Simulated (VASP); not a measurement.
# TaN (P6_3mc) in VASP: a series of runs

The runs below take TaN through single point, relaxation of cell and atoms, with PBEsol.

Program: VASP 6.6.1. These are calculated values, not measurements. Logs are shortened: lines on timing, memory, paths and dates and some standing lists are left out, and cuts for length are marked.

### Step 1. The cell of the first run

Symmetry: P6_3mc, No. 186, hexagonal system. The conventional cell has a = 3.122 Å, b = 3.122 Å, c = 6.052 Å, α = 90.00°, β = 90.00°, γ = 120.00°. Within 2.6 Å of Ta (site symmetry 3m) lie 4 N at 1.97 to 2.09 Å. Within 2.6 Å of N (site symmetry 3m) lie 4 Ta at 1.97 to 2.09 Å.

### Step 2. Single point, PBEsol

File INCAR:

```
SYSTEM = TaN
ALGO = Normal ; EDIFF = 1E-6
ENCUT = 520 ; GGA = PS
ISIF = 2 ; ISMEAR = 0
LASPH = .TRUE. ; LCHARG = .FALSE.
LREAL = .FALSE. ; LWAVE = .FALSE.
NBANDS = 24 ; NELM = 60
PREC = Accurate ; SIGMA = 0.1
```

File KPOINTS:

```
k-points
0
G
  15 15 8
  0 0 0
```

File POSCAR:

```
TaN
1.0
    3.1219875651      0.0000000000      0.0000000000
   -1.5609937826      2.7037205417      0.0000000000
    0.0000000000      0.0000000000      6.0516298700
Ta N
2 2
Direct
    0.3333333333      0.6666666667      0.0301041378
    0.6666666667      0.3333333333      0.5301041378
    0.3333333333      0.6666666667      0.3548958622
    0.6666666667      0.3333333333      0.8548958622
```

Potentials or basis: VASP PAW PBE potentials, release 64 (Ta_pv, N).

Launch:

```
> cat potpaw_PBE.64/Ta_pv/POTCAR potpaw_PBE.64/N/POTCAR > POTCAR
> mpirun -np 1 vasp_std > vasp.out
```

OUTCAR:

```text
SYSTEM = TaN
   EDIFF = 1E-6
   ENCUT = 520
   GGA = PS
   ISIF = 2
   ISMEAR = 0
   LASPH = .TRUE.
   LREAL = .FALSE.
   NELM = 60
   PREC = Accurate

 ion  position               nearest neighbor table
   1  0.333  0.667  0.030-   3 1.97   4 2.09   4 2.09   4 2.09   2 3.52   2 3.52   2 3.52   2 3.52
                             2 3.52   2 3.52
   2  0.667  0.333  0.530-   4 1.97   3 2.09   3 2.09   3 2.09   1 3.52   1 3.52   1 3.52   1 3.52
                             1 3.52   1 3.52
   3  0.333  0.667  0.355-   1 1.97   2 2.09   2 2.09   2 2.09
   4  0.667  0.333  0.855-   2 1.97   1 2.09   1 2.09   1 2.09

  LATTYP: Found a hexagonal cell.
 ALAT       =     3.1219875651
 C/A-ratio  =     1.9383901261

  Lattice vectors:

 A1 = (   3.1219875651,   0.0000000000,   0.0000000000)
 A2 = (  -1.5609937826,   2.7037205417,   0.0000000000)
 A3 = (   0.0000000000,   0.0000000000,   6.0516298700)

Analysis of symmetry for initial positions (statically):
=====================================================================
 Subroutine PRICEL returns:
 Original cell was already a primitive cell.

 Routine SETGRP: Setting up the symmetry group for a
 hexagonal supercell.

 Subroutine GETGRP returns: Found 12 space group operations
 (whereof  6 operations were pure point group operations)
 out of a pool of 24 trial point group operations.

The static configuration has the point symmetry C_3v.
 The point group associated with its full space group is C_6v.

Analysis of symmetry for dynamics (positions and initial velocities):
=====================================================================
 Subroutine PRICEL returns:
 Original cell was already a primitive cell.

 Routine SETGRP: Setting up the symmetry group for a
 hexagonal supercell.

 Subroutine GETGRP returns: Found 12 space group operations
 (whereof  6 operations were pure point group operations)
 out of a pool of 24 trial point group operations.

The dynamic configuration has the point symmetry C_3v.
 The point group associated with its full space group is C_6v.

 Subroutine INISYM returns: Found 12 space group operations
 (whereof  6 operations are pure point group operations),
 and found     1 'primitive' translations

----------------------------------------------------------------------------------------

                                     Primitive cell

  volume of cell :      51.0817

  direct lattice vectors                    reciprocal lattice vectors
     3.121987565  0.000000000  0.000000000     0.320308771  0.184930355  0.000000000
    -1.560993783  2.703720542  0.000000000     0.000000000  0.369860710  0.000000000
     0.000000000  0.000000000  6.051629870     0.000000000  0.000000000  0.165244739

  length of vectors
     3.121987565  3.121987565  6.051629870     0.369860710  0.369860710  0.165244739

  position of ions in fractional coordinates (direct lattice)
     0.333333333  0.666666667  0.030104138
     0.666666667  0.333333333  0.530104138
     0.333333333  0.666666667  0.354895862
     0.666666667  0.333333333  0.854895862

  ion indices of the primitive-cell ions
   primitive index   ion index
                 1           1
                 2           2
                 3           3
                 4           4

----------------------------------------------------------------------------------------

 KPOINTS: k-points

Automatic generation of k-mesh.
 Grid dimensions read from file:
 generate k-points for:   15   15    8

 Generating k-lattice:

  Cartesian coordinates                     Fractional coordinates (reciprocal lattice)
     0.021353918  0.012328690  0.000000000     0.066666667 -0.000000000  0.000000000
     0.000000000  0.024657381  0.000000000     0.000000000  0.066666667  0.000000000
     0.000000000  0.000000000  0.020655592     0.000000000  0.000000000  0.125000000

  Length of vectors
     0.024657381  0.024657381  0.020655592

  Shift w.r.t. Gamma in fractional coordinates (k-lattice)
     0.000000000  0.000000000  0.000000000

 Subroutine IBZKPT returns following result:
 ===========================================

 Found    135 irreducible k-points:

 Following reciprocal coordinates:
            Coordinates               Weight
  0.000000  0.000000  0.000000      1.000000
  0.066667  0.000000  0.000000      6.000000
  0.133333  0.000000  0.000000      6.000000
  0.200000  0.000000  0.000000      6.000000
  0.266667  0.000000  0.000000      6.000000
  0.333333  0.000000  0.000000      6.000000
[... 16 lines left out ...]
  0.333333  0.200000  0.000000     12.000000
  0.400000  0.200000  0.000000      6.000000
 [... further k-points ...]
   k-points           NKPTS =    135   k-points in BZ     NKDIM =    135   number of bands    NBANDS=     24
   number of dos      NEDOS =    301   number of ions     NIONS =      4
   total plane-waves  NPLWV =  27648
   dimension x,y,z NGX =    24 NGY =   24 NGZ =   48
   dimension x,y,z NGXF=    48 NGYF=   48 NGZF=   96
   ions per type =               2   2
   NGX,Y,Z   is equivalent  to a cutoff of  12.78, 12.78, 13.19 a.u.
   NGXF,Y,Z  is equivalent  to a cutoff of  25.56, 25.56, 26.37 a.u.
 SYSTEM =  TaN
   PREC   = accura    normal or accurate (medium, high low for compatibility)
   ISTART =      0    job   : 0-new  1-cont  2-samecut
   ICHARG =      2    charge: 1-file 2-atom 10-const
   ISPIN  =      1    spin polarized calculation?
   LNONCOLLINEAR =      F non collinear calculations
   LSORBIT =      F    spin-orbit coupling
   LASPH  =      T    aspherical Exc in radial PAW
   ENCUT  =  520.0 eV  38.22 Ry    6.18 a.u.   5.80  5.80 11.25*2*pi/ulx,y,z
   NELM   =     60;   NELMIN=  2; NELMDL= -5     # of ELM steps
   EDIFF  = 0.1E-05   stopping-criterion for ELM
   LREAL  =      F    real-space projection
[... 7 lines left out ...]
   TEBEG  =    0.0;   TEEND  =   0.0 temperature during run
   PSTRESS=    0.0 pullay stress
   NELECT =      32.0000    total number of electrons
   NUPDOWN=      -1.0000    fix difference up-down
   EMIN   =  10.00;   EMAX   =-10.00  energy-range for DOS
   EFERMI =   0.00;   METHOD = LEGACY
   ISMEAR =     0;   SIGMA  =   0.10  broadening in eV -4-tet -1-fermi 0-gaus
   EFERMI_NEDOS =   21; number of points for ismear=-14 and -15
   IALGO  =     38    algorithm
   IMIX   =      4    mixing-type and parameters
     AMIX     =   0.40;   BMIX     =  1.00
     AMIX_MAG =   1.60;   BMIX_MAG =  1.00
  volume/ion in A,a.u.               =      12.77        86.18
  Fermi-wavevector in a.u.,A,eV,Ry     =   1.400779  2.647089 26.697116  1.962183
  Thomas-Fermi vector in A             =   2.523706
   LORBIT       =      0    0 simple, 1 ext, 2 COOP (PROOUT), +10 PAW based schemes
   GGA     = PS    functional components
   LHFCALC =     F    Hartree Fock is set to
   AEXX    =    0.0000 exact exchange contribution
   IVDW    =     0    specifies the selected vdW correction
   LEPSILON=     F    determine dielectric tensor
   LRPA    =     F    only Hartree local field effects (RPA)
 non-spin polarized calculation
 Gauss-broadening in eV      SIGMA  =   0.10
  energy-cutoff  :      520.00
  volume of cell :       51.08
 maximum number of plane-waves:      1402
 NGX is ok and might be reduce to    24
   NGX = 11   NGY = 11   NGZ = 23

 number of electron      31.9999995 magnetization

 Free energy of the ion-electron system (eV)
  ---------------------------------------------------
  ext. energy  EPLUGINS =         0.00000000
  ---------------------------------------------------
  free energy    TOTEN  =       -45.80973635 eV

  energy without entropy =      -45.80524627  energy(sigma->0) =      -45.80749131

 E-fermi :   6.5598     XC(G=0): -12.4086

 val. band max:        6.5586504245   @ k =   0.3333   0.3333   0.0000
 cond. band min:       6.6050163879   @ k =   0.0667   0.0667   0.1250
 fundamental gap:      0.0463659634
 Fermi energy:         6.5597545607

 k-point     1 :       0.0000    0.0000    0.0000
  band No.  band energies     occupation
      1     -29.0069      2.00000
      2     -28.6373      2.00000
      3     -28.3666      2.00000
      4     -28.3666      2.00000
      5     -28.3358      2.00000
      6     -28.3358      2.00000
[... 16 lines left out ...]
     23      11.7428      0.00000
     24      13.2775      0.00000

 k-point     2 :       0.0667    0.0000    0.0000
  band No.  band energies     occupation
      1     -28.9994      2.00000
      2     -28.6366      2.00000
      3     -28.3929      2.00000
      4     -28.3731      2.00000
      5     -28.3631      2.00000
      6     -28.3412      2.00000
[... 16 lines left out ...]
     23      12.0499      0.00000
     24      12.9829      0.00000

 k-point     3 :       0.1333    0.0000    0.0000
  band No.  band energies     occupation
      1     -28.9780      2.00000
      2     -28.6352      2.00000
      3     -28.4666      2.00000
      4     -28.4395      2.00000
      5     -28.3913      2.00000
      6     -28.3565      2.00000
[... 16 lines left out ...]
     23      12.6399      0.00000
     24      12.8450      0.00000

 k-point     4 :       0.2000    0.0000    0.0000
  band No.  band energies     occupation
      1     -28.9458      2.00000
      2     -28.6351      2.00000
      3     -28.5731      2.00000
      4     -28.5488      2.00000
      5     -28.4178      2.00000
      6     -28.3791      2.00000
[... 16 lines left out ...]
     23      12.3680      0.00000
     24      13.7656      0.00000

 k-point     5 :       0.2667    0.0000    0.0000
  band No.  band energies     occupation
      1     -28.9091      2.00000
      2     -28.6943      2.00000
      3     -28.6730      2.00000
      4     -28.6318      2.00000
      5     -28.4479      2.00000
      6     -28.4052      2.00000
[... 16 lines left out ...]
     23      12.2026      0.00000
     24      13.9028      0.00000

 k-point     6 :       0.3333    0.0000    0.0000
  band No.  band energies     occupation
      1     -28.8870      2.00000
      2     -28.7996      2.00000
      3     -28.7741      2.00000
      4     -28.6388      2.00000
      5     -28.4762      2.00000
      6     -28.4302      2.00000
[... 16 lines left out ...]
     23      12.1689      0.00000
     24      13.2733      0.00000
[... 379 lines left out ...]
 k-point    21 :       0.2000    0.2000    0.0000
  band No.  band energies     occupation
      1     -28.8689      2.00000
      2     -28.7804      2.00000
      3     -28.7519      2.00000
      4     -28.6408      2.00000
      5     -28.5326      2.00000
      6     -28.4961      2.00000
[... 16 lines left out ...]
     23      12.5600      0.00000
     24      13.1314      0.00000

 k-point    22 :       0.2667    0.2000    0.0000
  band No.  band energies     occupation
      1     -28.8678      2.00000
      2     -28.8358      2.00000
      3     -28.7673      2.00000
      4     -28.6516      2.00000
      5     -28.5846      2.00000
      6     -28.5443      2.00000
[... 16 lines left out ...]
     23      12.3781      0.00000
     24      13.1564      0.00000

 k-point    23 :       0.3333    0.2000    0.0000
  band No.  band energies     occupation
      1     -28.8911      2.00000
      2     -28.8623      2.00000
      3     -28.7532      2.00000
      4     -28.6652      2.00000
      5     -28.6228      2.00000
      6     -28.5784      2.00000
[... 16 lines left out ...]
     23      12.0723      0.00000
     24      13.1846      0.00000

 k-point    24 :       0.4000    0.2000    0.0000
  band No.  band energies     occupation
      1     -28.9026      2.00000
      2     -28.8696      2.00000
      3     -28.7437      2.00000
      4     -28.6724      2.00000
      5     -28.6370      2.00000
      6     -28.5907      2.00000
[... 16 lines left out ...]
     23      12.1883      0.00000
     24      12.8651      0.00000

 [... further k-points ...]

------------------------ aborting loop because EDIFF is reached ----------------------------------------

  FORCE on cell =-STRESS in cart. coord.  units (eV):
  Direction    XX          YY          ZZ          XY          YZ          ZX
  --------------------------------------------------------------------------------------
  -------------------------------------------------------------------------------------
  Total        0.1803711      0.1803711      0.3996813     -0.0000000     -0.0000000      0.0000000
  in kB        5.6573381      5.6573381     12.5360035     -0.0000000     -0.0000000      0.0000000
  external PRESSURE =       7.9502266 kB  Pullay stress =       0.0000000 kB

 VOLUME and BASIS-vectors are now :
 -----------------------------------------------------------------------------
  energy-cutoff  :      520.00
  volume of cell :       51.08
      direct lattice vectors                 reciprocal lattice vectors
     3.121987565  0.000000000  0.000000000     0.320308771  0.184930355  0.000000000
    -1.560993783  2.703720542  0.000000000     0.000000000  0.369860710  0.000000000
     0.000000000  0.000000000  6.051629870     0.000000000  0.000000000  0.165244739

 POSITION                                       TOTAL-FORCE (eV/Angst)
 -----------------------------------------------------------------------------------
     -0.00000      1.80248      0.18218        -0.000000      0.000000     -0.022262
      1.56099      0.90124      3.20799         0.000000     -0.000000     -0.022262
     -0.00000      1.80248      2.14770         0.000000     -0.000000      0.022262
      1.56099      0.90124      5.17351        -0.000000      0.000000      0.022262
 -----------------------------------------------------------------------------------
    total drift:                               -0.000000      0.000000      0.001638

  FREE ENERGIE OF THE ION-ELECTRON SYSTEM (eV)
  ---------------------------------------------------
  free  energy   TOTEN  =       -45.8097363466 eV

  energy  without entropy=      -45.8052462695  energy(sigma->0) =      -45.80749131
```

Wall time 83 s (1 thread of Intel Xeon Platinum 8488C (Sapphire Rapids), shared host); peak memory 0.27 GiB.

What came out:

- Free energy: -45.8097 eV
- Pressure: 0.8 GPa
- Largest force: 0.022 eV/Å
- Band gap on the k mesh: zero (bands 16 and 17 overlap by 0.36 eV)

Forces in eV/Å, atoms in the order of the input:
```
Ta   0.000  0.000 -0.022
Ta   0.000  0.000 -0.022
N    0.000  0.000  0.022
N    0.000  0.000  0.022
```

Levels at points of the mesh, in eV from the Fermi level:
| k point | band 14 | band 15 | band 16 | band 17 | band 18 | band 19 |
| --- | --- | --- | --- | --- | --- | --- |
| (0.00, 0.00, 0.00) | -4.61 | -0.81 | -0.68 | 0.11 | 0.11 | 2.21 |
| (0.00, 0.00, 0.50) | -5.10 | 0.25 | 0.25 | 0.96 | 0.96 | 0.96 |

Caveat: the PAW data sets were made with another functional, which shifts forces and pressure a little; spin-orbit coupling is left out, which moves the levels of the heavy elements.

### Step 3. Single point, PBEsol

File INCAR:

```
  PREC = Accurate
  ENCUT = 520
  EDIFF = 1E-6
  ISMEAR = 0
  SIGMA = 0.15
  LREAL = False
  LASPH = True
  NELM = 60
  ALGO = Normal
  ISIF = 2
  LWAVE = False
  LCHARG = False
  GGA = PS
  NBANDS = 24
```

File KPOINTS:

```
Automatic mesh
0
Gamma
  15 15 8
```

POSCAR is that of step 2.

Potentials or basis: VASP PAW PBE potentials, release 64 (Ta_pv, N).

Launch:

```
> cat potpaw_PBE.64/Ta_pv/POTCAR potpaw_PBE.64/N/POTCAR > POTCAR
> mpirun -np 1 vasp_std > vasp.out
```

It took 79 s on 1 thread of Intel Xeon Platinum 8488C (Sapphire Rapids), shared host; peak memory 0.27 GiB.

The run converged. Its results:

* Free energy: -45.8125 eV
* Pressure: 0.8 GPa
* Largest force: 0.026 eV/Å
* Band gap on the k mesh: zero (bands 16 and 17 overlap by 0.36 eV)

Forces in eV/Å, atoms in the order of the input:
```
Ta   0.000  0.000 -0.026
Ta   0.000  0.000 -0.026
N    0.000  0.000  0.026
N    0.000  0.000  0.026
```

Stress tensor (GPa, compression positive):
```
0.56 0.00 0.00
0.00 0.56 0.00
0.00 0.00 1.30
```

Levels at points of the mesh, in eV from the Fermi level:
```csv
k point,band 14,band 15,band 16,band 17,band 18,band 19
"(0.00, 0.00, 0.00)",-4.61,-0.80,-0.67,0.11,0.11,2.21
"(0.00, 0.00, 0.50)",-5.10,0.26,0.26,0.97,0.97,0.97
```

Caveat: the PAW data sets were made with another functional, which shifts forces and pressure a little; spin-orbit coupling is left out, which moves the levels of the heavy elements.

[end of part 1 of 2]

The gap in the log of VASP goes by the Fermi energy; the results here count the filled bands.